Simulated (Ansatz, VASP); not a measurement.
# CoO: VASP beside Ansatz

The input INCAR:

```
ALGO     = Normal         # electronic algorithm
EDIFF    = 1E-7           # SCF threshold, eV
ENCUT    = 520            # plane-wave cutoff, eV
GGA      = CA             # functional
ISIF     = 2              # what is computed and relaxed
ISMEAR   = -1             # smearing method
ISPIN    = 2              # spin polarisation
LASPH    = True           # aspherical terms in the spheres
LCHARG   = False          # write CHGCAR
LMAXMIX  = 4              # l up to which the mixer works
LORBIT   = 11             # projections on sites
LREAL    = False          # projectors in reciprocal space
LWAVE    = False          # write WAVECAR
MAGMOM   = 2 0            # initial moments
NBANDS   = 18             # bands
NELM     = 150            # most SCF steps
PREC     = Accurate       # precision mode
SIGMA    = 0.05           # smearing width, eV
```

File KPOINTS:

```
k-points
0
Gamma
  11 11 11
```

The input POSCAR:

```
CoO
1.0
    0.0000000000      2.1595492692      2.1595492692
    2.1595492692      0.0000000000      2.1595492692
    2.1595492692      2.1595492692      0.0000000000
Co O
1 1
Direct
    0.0000000000      0.0000000000      0.0000000000
    0.5000000000      0.5000000000      0.5000000000
```

input.yaml

```yaml
crystal:
  lattice:
    - [0.0, 2.1595492692, 2.1595492692]
    - [2.1595492692, 0.0, 2.1595492692]
    - [2.1595492692, 2.1595492692, 0.0]
  atoms:
    - { symbol: Co, position: [0.0, 0.0, 0.0], spin: 2.0 }
    - { symbol: O, position: [0.5, 0.5, 0.5] }
hamiltonian:
  xc: lda
  pseudopotentials: { kind: paw }
magnetization:
  spin_polarized: true
kpoints:
  mp_grid: { grid: [11, 11, 11] }
scf:
  occupations: { method: fermi_dirac, width: 0.05 }
output:
  forces: true
  stress: true
  eigenvalues: true
```

Alike in both runs: task single point; functional LDA; k mesh 11 × 11 × 11; occupations fermi-dirac, width 0.05 eV; collinear spin.

|  | VASP | Ansatz |
| --- | --- | --- |
| version | VASP 6.6.1 | Ansatz 0.2.0 |
| potentials or method | VASP PAW LDA potentials, release 64 (Co, O) | Ansatz PAW |
| plane-wave cutoff (eV) | 520 | 420 |
| valence electrons in the cell | 15 | 23 |

VASP gave:

- gap on the k mesh at the Fermi level (eV): none
- pressure (GPa): -24.7
- net moment per atom (μB): 1.44
- size of the moment on the site where the two differ most (μB): 0.32

Question: What did Ansatz give for the same quantities?

Answer: gap on the k mesh at the Fermi level (eV): none; pressure (GPa): -23.8; net moment per atom (μB): 1.48; size of the moment on the site where the two differ most (μB): 0.36.

LDA's correlation is that of Perdew and Zunger in VASP and of Perdew and Wang (1992) in Ansatz. Site moments also hang on the region over which each program counts them. A gap of «none» marks a metal or a gap that the smearing closes. VASP's potentials hold 15 valence electrons a cell and Ansatz's 23, so a difference there can come from the potentials and not from the codes.
